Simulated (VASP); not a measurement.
# Mg6O5 (a cell with a defect) in VASP: further runs, part 2 of 2

VASP 6.6.1. The steps go on from the part before.

## Step 4: Single point, PBEsol

The input, INCAR:

```
ALGO     = Normal         # electronic algorithm
EDIFF    = 1E-6           # SCF threshold, eV
ENCUT    = 520            # plane-wave cutoff, eV
GGA      = PS             # functional
ISIF     = 2              # what is computed and relaxed
ISMEAR   = 0              # smearing method
LASPH    = True           # aspherical terms in the spheres
LCHARG   = False          # write CHGCAR
LREAL    = False          # projectors in reciprocal space
LWAVE    = False          # write WAVECAR
NBANDS   = 32             # bands
NELM     = 80             # most SCF steps
PREC     = Accurate       # precision mode
SIGMA    = 0.05           # smearing width, eV
```

The input, KPOINTS:

```
k-points
0
Gamma
  4 4 4
```

The input, POSCAR:

```
Mg6O5
1.0
    5.5908553621      0.0000000000      0.0000000000
    0.0000000000      5.5908553621      0.0000000000
    0.0000000000      0.0000000000      5.5908553621
Mg O
6 5
Direct
    0.2500000000      0.0000000000      0.5000000000
    0.0000000000      0.5000000000      0.2500000000
    0.5000000000      0.7500000000      0.0000000000
    0.7500000000      0.0000000000      0.5000000000
    0.0000000000      0.5000000000      0.7500000000
    0.5000000000      0.2500000000      0.0000000000
    0.5000000000      0.0000000000      0.2500000000
    0.0000000000      0.7500000000      0.5000000000
    0.8125000000      0.4060966586      0.0000000000
    0.5000000000      0.0000000000      0.7500000000
    0.0000000000      0.2500000000      0.5000000000
```

Potentials or basis: VASP PAW PBE potentials, release 64 (Mg, O).

The run is started by

```
> cat potpaw_PBE.64/Mg/POTCAR potpaw_PBE.64/O/POTCAR > POTCAR
> mpirun -np 1 vasp_std > vasp.out
```

OUTCAR:

```text
EDIFF = 1E-6
   ENCUT = 520
   GGA = PS
   ISIF = 2
   ISMEAR = 0
   LASPH = True
   LREAL = False
   NELM = 80
   PREC = Accurate

 ion  position               nearest neighbor table
   1  0.250  0.000  0.500-   7 1.98   8 1.98  10 1.98  11 1.98   4 2.80   4 2.80   2 3.42   5 3.42
                             6 3.42   3 3.42   6 3.42   2 3.42   5 3.42   3 3.42
   2  0.000  0.500  0.250-   9 1.82   8 1.98  11 1.98   5 2.80   5 2.80   3 3.42   4 3.42   1 3.42
                             6 3.42   1 3.42   4 3.42   3 3.42   6 3.42
   3  0.500  0.750  0.000-   7 1.98  10 1.98   9 2.60   6 2.80   6 2.80   2 3.42   4 3.42   5 3.42
                             1 3.42   4 3.42   1 3.42   2 3.42   5 3.42
   4  0.750  0.000  0.500-   7 1.98   8 1.98  10 1.98  11 1.98   1 2.80   1 2.80   3 3.42   5 3.42
                             6 3.42   3 3.42   6 3.42   2 3.42   5 3.42   2 3.42
   5  0.000  0.500  0.750-   9 1.82   8 1.98  11 1.98   2 2.80   2 2.80   1 3.42   3 3.42   4 3.42
                             6 3.42   1 3.42   4 3.42   3 3.42   6 3.42
   6  0.500  0.250  0.000-   9 1.95   7 1.98  10 1.98   3 2.80   3 2.80   2 3.42   1 3.42   4 3.42
                             1 3.42   4 3.42   5 3.42   2 3.42   5 3.42
[... 1055 lines left out ...]
 [... further k-points ...]

------------------------ aborting loop because EDIFF is reached ----------------------------------------

  FORCE on cell =-STRESS in cart. coord.  units (eV):
  Direction    XX          YY          ZZ          XY          YZ          ZX
  --------------------------------------------------------------------------------------
  -------------------------------------------------------------------------------------
  Total        0.1454944      0.3891332      4.3977011      1.7975287      0.0000000      0.0000000
  in kB        1.3338966      3.5675831     40.3182360     16.4797890      0.0000000      0.0000000
  external PRESSURE =      15.0732386 kB  Pullay stress =       0.0000000 kB

 VOLUME and BASIS-vectors are now :
 -----------------------------------------------------------------------------
  energy-cutoff  :      520.00
  volume of cell :      174.76
      direct lattice vectors                 reciprocal lattice vectors
     5.590855362  0.000000000  0.000000000     0.178863508  0.000000000  0.000000000
     0.000000000  5.590855362  0.000000000     0.000000000  0.178863508  0.000000000
     0.000000000  0.000000000  5.590855362     0.000000000  0.000000000  0.178863508

 POSITION                                       TOTAL-FORCE (eV/Angst)
 -----------------------------------------------------------------------------------
      1.39771      0.00000      2.79543        -0.053127      0.086135      0.000000
      0.00000      2.79543      1.39771         1.032750     -0.175221      1.560295
      2.79543      4.19314      0.00000        -0.204076      0.361907      0.000000
      4.19314      0.00000      2.79543         0.080110      0.334076      0.000000
      0.00000      2.79543      4.19314         1.032750     -0.175221     -1.560295
      2.79543      1.39771      0.00000         0.366028     -0.649857      0.000000
      2.79543      0.00000      1.39771         0.019562     -0.294946     -0.066903
      0.00000      4.19314      2.79543        -0.256596     -0.108550      0.000000
      4.54257      2.27043      0.00000        -2.257862      0.858202      0.000000
      2.79543      0.00000      4.19314         0.019562     -0.294946      0.066903
      0.00000      1.39771      2.79543         0.220898      0.058421      0.000000
 -----------------------------------------------------------------------------------
    total drift:                               -0.000078      0.000269      0.000002

  FREE ENERGIE OF THE ION-ELECTRON SYSTEM (eV)
  ---------------------------------------------------
  free  energy   TOTEN  =       -60.4846044213 eV

  energy  without entropy=      -60.4846044213  energy(sigma->0) =      -60.48460442
```

OSZICAR:

```text
N       E                     dE             d eps       ncg     rms          rms(c)
DAV:   1     0.236917032892E+03    0.23692E+03   -0.18606E+04  1920   0.112E+03
DAV:   2    -0.453117784016E+02   -0.28223E+03   -0.27058E+03  2472   0.239E+02
DAV:   3    -0.732785790310E+02   -0.27967E+02   -0.27827E+02  2384   0.825E+01
DAV:   4    -0.735740630638E+02   -0.29548E+00   -0.29534E+00  2232   0.970E+00
DAV:   5    -0.735770941021E+02   -0.30310E-02   -0.30308E-02  2416   0.955E-01    0.190E+01
DAV:   6    -0.610930594449E+02    0.12484E+02   -0.52865E+01  2184   0.352E+01    0.698E+00
DAV:   7    -0.607286001537E+02    0.36446E+00   -0.15976E+00  2232   0.649E+00    0.377E+00
DAV:   8    -0.604837593528E+02    0.24484E+00   -0.52089E-01  2328   0.501E+00    0.709E-01
DAV:   9    -0.604808217940E+02    0.29376E-02   -0.46709E-02  2376   0.106E+00    0.287E-01
DAV:  10    -0.604839653560E+02   -0.31436E-02   -0.46573E-03  2152   0.383E-01    0.745E-02
DAV:  11    -0.604843876845E+02   -0.42233E-03   -0.72186E-04  2352   0.174E-01    0.495E-02
DAV:  12    -0.604845397481E+02   -0.15206E-03   -0.46072E-04  2136   0.110E-01    0.254E-02
DAV:  13    -0.604846006854E+02   -0.60937E-04   -0.92027E-05  2064   0.485E-02    0.118E-02
DAV:  14    -0.604846041738E+02   -0.34884E-05   -0.20762E-05  2320   0.255E-02    0.384E-03
DAV:  15    -0.604846044213E+02   -0.24754E-06   -0.17700E-06  1824   0.995E-03
   1 F= -.60484604E+02 E0= -.60484604E+02  d E =-.324143E-14
```

stdout:

```text
POSCAR found type information on POSCAR MgO
 POSCAR found :  2 types and      11 ions
 scaLAPACK will be used
 -----------------------------------------------------------------------------
|                                                                             |
|                                                                             |
|     You enforced a specific xc type in the INCAR file but a different       |
|     I HOPE YOU KNOW WHAT YOU ARE DOING!                                     |
|                                                                             |
 -----------------------------------------------------------------------------

 LDA part: xc-table for (Slater+PW92), standard interpolation
 POSCAR, INCAR and KPOINTS ok, starting setup
 FFT: planning ... GRIDC
 FFT: planning ... GRID_SOFT
 FFT: planning ... GRID
 WAVECAR not read
 entering main loop
```

It took 4 min on 1 thread of Intel Xeon 8259CL, shared host; peak memory 0.33 GiB.

What came out:

- Free energy: -60.4846 eV
- Pressure: 1.5 GPa
- Largest force: 2.415 eV/Å
- Band gap on the k mesh: 0.97 eV

Forces on the atoms (eV/Å):
```
Mg  -0.053  0.086  0.000
Mg   1.033 -0.175  1.560
Mg  -0.204  0.362  0.000
Mg   0.080  0.334  0.000
Mg   1.033 -0.175 -1.560
Mg   0.366 -0.650  0.000
O    0.020 -0.295 -0.067
O   -0.257 -0.109  0.000
O   -2.258  0.858  0.000
O    0.020 -0.295  0.067
O    0.221  0.058  0.000
```

Caveat: the cell differs from its parent crystal (atoms taken out, atom 9 moved 0.125 of the way to it and -0.525 Å across, host rigid); the PAW data sets were made with another functional, which shifts forces and pressure a little.

## Step 5: Single point, PBEsol

The input, INCAR:

```
SYSTEM = Mg6O5
  PREC = Accurate
  ENCUT = 520
  EDIFF = 1E-6
  ISMEAR = 0
  SIGMA = 0.05
  LREAL = .False.
  LASPH = .True.
  NELM = 80
  ALGO = Normal
  ISIF = 2
  LWAVE = .False.
  LCHARG = .False.
  GGA = PS
  NBANDS = 32
```

The input, KPOINTS:

```
Automatic mesh
0
Gamma
  4 4 4
  0 0 0
```

POSCAR: that of step 4 with these lines changed.

```diff
@@ -16,3 +16,3 @@
     0.0000000000      0.7500000000      0.5000000000
-    0.8125000000      0.4060966586      0.0000000000
+    0.7500000000      0.4373977724      0.0000000000
     0.5000000000      0.0000000000      0.7500000000
```

Potentials or basis: VASP PAW PBE potentials, release 64 (Mg, O).

The run is started by

```
> cat potpaw_PBE.64/Mg/POTCAR potpaw_PBE.64/O/POTCAR > POTCAR
> mpirun -np 1 vasp_std > vasp.out
```

OUTCAR:

```text
SYSTEM = Mg6O5
   PREC = Accurate
   ENCUT = 520
   EDIFF = 1E-6
   ISMEAR = 0
   LREAL = .False.
   LASPH = .True.
   NELM = 80
   ISIF = 2
   GGA = PS

 ion  position               nearest neighbor table
   1  0.250  0.000  0.500-   7 1.98   8 1.98  10 1.98  11 1.98   4 2.80   4 2.80   2 3.42   5 3.42
                             6 3.42   3 3.42   6 3.42   2 3.42   5 3.42   3 3.42
   2  0.000  0.500  0.250-   8 1.98  11 1.98   9 2.01   5 2.80   5 2.80   3 3.42   4 3.42   1 3.42
                             6 3.42   1 3.42   4 3.42   3 3.42   6 3.42
   3  0.500  0.750  0.000-   7 1.98  10 1.98   9 2.24   6 2.80   6 2.80   2 3.42   4 3.42   5 3.42
                             1 3.42   4 3.42   1 3.42   2 3.42   5 3.42
   4  0.750  0.000  0.500-   7 1.98   8 1.98  10 1.98  11 1.98   1 2.80   1 2.80   3 3.42   5 3.42
                             6 3.42   3 3.42   6 3.42   2 3.42   5 3.42   2 3.42
   5  0.000  0.500  0.750-   8 1.98  11 1.98   9 2.01   2 2.80   2 2.80   1 3.42   3 3.42   4 3.42
                             6 3.42   1 3.42   4 3.42   3 3.42   6 3.42
   6  0.500  0.250  0.000-   9 1.75   7 1.98  10 1.98   3 2.80   3 2.80   2 3.42   1 3.42   4 3.42
                             1 3.42   4 3.42   5 3.42   2 3.42   5 3.42
   7  0.500  0.000  0.250-   1 1.98   3 1.98   4 1.98   6 1.98
   8  0.000  0.750  0.500-   1 1.98   2 1.98   4 1.98   5 1.98
   9  0.750  0.437  0.000-   6 1.75   5 2.01   2 2.01   3 2.24
  10  0.500  0.000  0.750-   1 1.98   3 1.98   4 1.98   6 1.98
  11  0.000  0.250  0.500-   1 1.98   2 1.98   4 1.98   5 1.98

  LATTYP: Found a simple cubic cell.
 ALAT       =     5.5908553621

  Lattice vectors:

 A1 = (   5.5908553621,   0.0000000000,   0.0000000000)
 A2 = (   0.0000000000,   5.5908553621,   0.0000000000)
 A3 = (   0.0000000000,   0.0000000000,   5.5908553621)

Analysis of symmetry for initial positions (statically):
=====================================================================
 Subroutine PRICEL returns:
 Original cell was already a primitive cell.

 Routine SETGRP: Setting up the symmetry group for a
 simple cubic supercell.

 Subroutine GETGRP returns: Found  2 space group operations
 (whereof  2 operations were pure point group operations)
[... 167 lines left out ...]
  energy-cutoff  :      520.00
  volume of cell :      174.76
 maximum number of plane-waves:      4729
 NGX is ok and might be reduce to    42
   NGX = 21   NGY = 21   NGZ = 21

 number of electron      41.9999971 magnetization

 Free energy of the ion-electron system (eV)
  ---------------------------------------------------
  ext. energy  EPLUGINS =         0.00000000
  ---------------------------------------------------
  free energy    TOTEN  =       -60.87285411 eV

  energy without entropy =      -60.87285411  energy(sigma->0) =      -60.87285411

 E-fermi :   2.3571     XC(G=0):  -8.5992

 val. band max:        2.0587467905   @ k =   0.5000   0.5000   0.5000
 cond. band min:       3.1681510834   @ k =   0.0000   0.5000   0.0000
 fundamental gap:      1.1094042929
 Fermi energy:         2.3570978511

 k-point     1 :       0.0000    0.0000    0.0000
  band No.  band energies     occupation
      1     -16.3855      2.00000
      2     -16.0539      2.00000
      3     -15.9583      2.00000
      4     -15.5001      2.00000
      5     -15.4886      2.00000
      6      -3.6576      2.00000
[... 829 lines left out ...]
     31       9.6404      0.00000
     32      10.1396      0.00000

 [... further k-points ...]

------------------------ aborting loop because EDIFF is reached ----------------------------------------

  FORCE on cell =-STRESS in cart. coord.  units (eV):
  Direction    XX          YY          ZZ          XY          YZ          ZX
  --------------------------------------------------------------------------------------
  -------------------------------------------------------------------------------------
  Total        0.9066838      1.5230188      0.4401272      3.4356093      0.0000000      0.0000000
  in kB        8.3125002     13.9630749      4.0350976     31.4977532      0.0000000      0.0000000
  external PRESSURE =       8.7702242 kB  Pullay stress =       0.0000000 kB

 VOLUME and BASIS-vectors are now :
 -----------------------------------------------------------------------------
  energy-cutoff  :      520.00
  volume of cell :      174.76
      direct lattice vectors                 reciprocal lattice vectors
     5.590855362  0.000000000  0.000000000     0.178863508  0.000000000  0.000000000
     0.000000000  5.590855362  0.000000000     0.000000000  0.178863508  0.000000000
     0.000000000  0.000000000  5.590855362     0.000000000  0.000000000  0.178863508

 POSITION                                       TOTAL-FORCE (eV/Angst)
 -----------------------------------------------------------------------------------
      1.39771      0.00000      2.79543         0.009937      0.028947      0.000000
      0.00000      2.79543      1.39771        -0.051362     -0.354329      0.262731
      2.79543      4.19314      0.00000         0.025888     -0.068845      0.000000
      4.19314      0.00000      2.79543        -0.008082      0.211473      0.000000
      0.00000      2.79543      4.19314        -0.051362     -0.354329     -0.262731
      2.79543      1.39771      0.00000        -2.186010     -2.291784      0.000000
      2.79543      0.00000      1.39771         0.041880     -0.295477     -0.036292
      0.00000      4.19314      2.79543        -0.240797     -0.117938      0.000000
      4.19314      2.44543      0.00000         2.344976      3.459986      0.000000
      2.79543      0.00000      4.19314         0.041880     -0.295477      0.036292
      0.00000      1.39771      2.79543         0.073052      0.077773      0.000000
 -----------------------------------------------------------------------------------
    total drift:                               -0.000025      0.000108     -0.000001

  FREE ENERGIE OF THE ION-ELECTRON SYSTEM (eV)
  ---------------------------------------------------
  free  energy   TOTEN  =       -60.8728541084 eV

  energy  without entropy=      -60.8728541084  energy(sigma->0) =      -60.87285411
```

OSZICAR:

```text
N       E                     dE             d eps       ncg     rms          rms(c)
DAV:   1     0.236372602027E+03    0.23637E+03   -0.18608E+04  1920   0.112E+03
DAV:   2    -0.457144050836E+02   -0.28209E+03   -0.27092E+03  2472   0.239E+02
DAV:   3    -0.733646122971E+02   -0.27650E+02   -0.27520E+02  2392   0.821E+01
DAV:   4    -0.736527379906E+02   -0.28813E+00   -0.28799E+00  2288   0.959E+00
DAV:   5    -0.736557103684E+02   -0.29724E-02   -0.29722E-02  2392   0.946E-01    0.188E+01
DAV:   6    -0.614386515738E+02    0.12217E+02   -0.51125E+01  2200   0.349E+01    0.690E+00
DAV:   7    -0.610981575817E+02    0.34049E+00   -0.15173E+00  2200   0.631E+00    0.375E+00
DAV:   8    -0.608724350246E+02    0.22572E+00   -0.49605E-01  2360   0.498E+00    0.735E-01
DAV:   9    -0.608688844957E+02    0.35505E-02   -0.52246E-02  2360   0.114E+00    0.277E-01
DAV:  10    -0.608724744852E+02   -0.35900E-02   -0.59080E-03  2168   0.415E-01    0.943E-02
DAV:  11    -0.608726051554E+02   -0.13067E-03   -0.78907E-04  2384   0.205E-01    0.556E-02
DAV:  12    -0.608727786457E+02   -0.17349E-03   -0.61824E-04  2168   0.120E-01    0.259E-02
DAV:  13    -0.608728496900E+02   -0.71044E-04   -0.93371E-05  2088   0.485E-02    0.153E-02
DAV:  14    -0.608728533616E+02   -0.36716E-05   -0.23946E-05  2312   0.279E-02    0.332E-03
DAV:  15    -0.608728541084E+02   -0.74685E-06   -0.33364E-06  2184   0.906E-03
   1 F= -.60872854E+02 E0= -.60872854E+02  d E =-.151709E-18
```

It took 4.4 min on 1 thread of Intel Xeon 8259CL, shared host; peak memory 0.33 GiB.

Results:

```yaml
Free_energy: -60.8729 eV
Pressure: 0.9 GPa
Largest_force: 4.180 eV/Å
Band_gap_on_the_k_mesh: 1.11 eV
```

Forces in eV/Å, atoms in the order of the input:
```
Mg   0.010  0.029  0.000
Mg  -0.051 -0.354  0.263
Mg   0.026 -0.069  0.000
Mg  -0.008  0.211  0.000
Mg  -0.051 -0.354 -0.263
Mg  -2.186 -2.292  0.000
O    0.042 -0.295 -0.036
O   -0.241 -0.118  0.000
O    2.345  3.460  0.000
O    0.042 -0.295  0.036
O    0.073  0.078  0.000
```

Caveat: the cell differs from its parent crystal (atoms taken out, atom 9 moved 0.000 of the way to it and -0.350 Å across, host rigid); the PAW data sets were made with another functional, which shifts forces and pressure a little.

## Step 6: Summary

| cell | gap on the mesh (eV) | pressure (GPa) | largest force (eV/Å) |
| --- | --- | --- | --- |
| as given, atomic positions A | 0.42 | 11.8 | 12.26 |
| as given, atomic positions B | 0.82 | 3.3 | 9.14 |
| as given, atomic positions C | 0.97 | 1.5 | 2.42 |
| as given, atomic positions D | 1.11 | 0.9 | 4.18 |

Alike in all rows: task single point; level PBEsol; potentials or basis VASP PAW PBE potentials, release 64 (Mg, O); no spin polarisation; k mesh 4 × 4 × 4; cutoff (eV) 520; smearing gaussian 0.05 eV.

Caveats: the PAW data sets were made with another functional, which shifts forces and pressure a little; semilocal functionals underestimate gaps, and a narrow one can read as zero (at least some runs).

Total energies depend on the potentials used, so only differences within one code and one set of settings carry meaning.
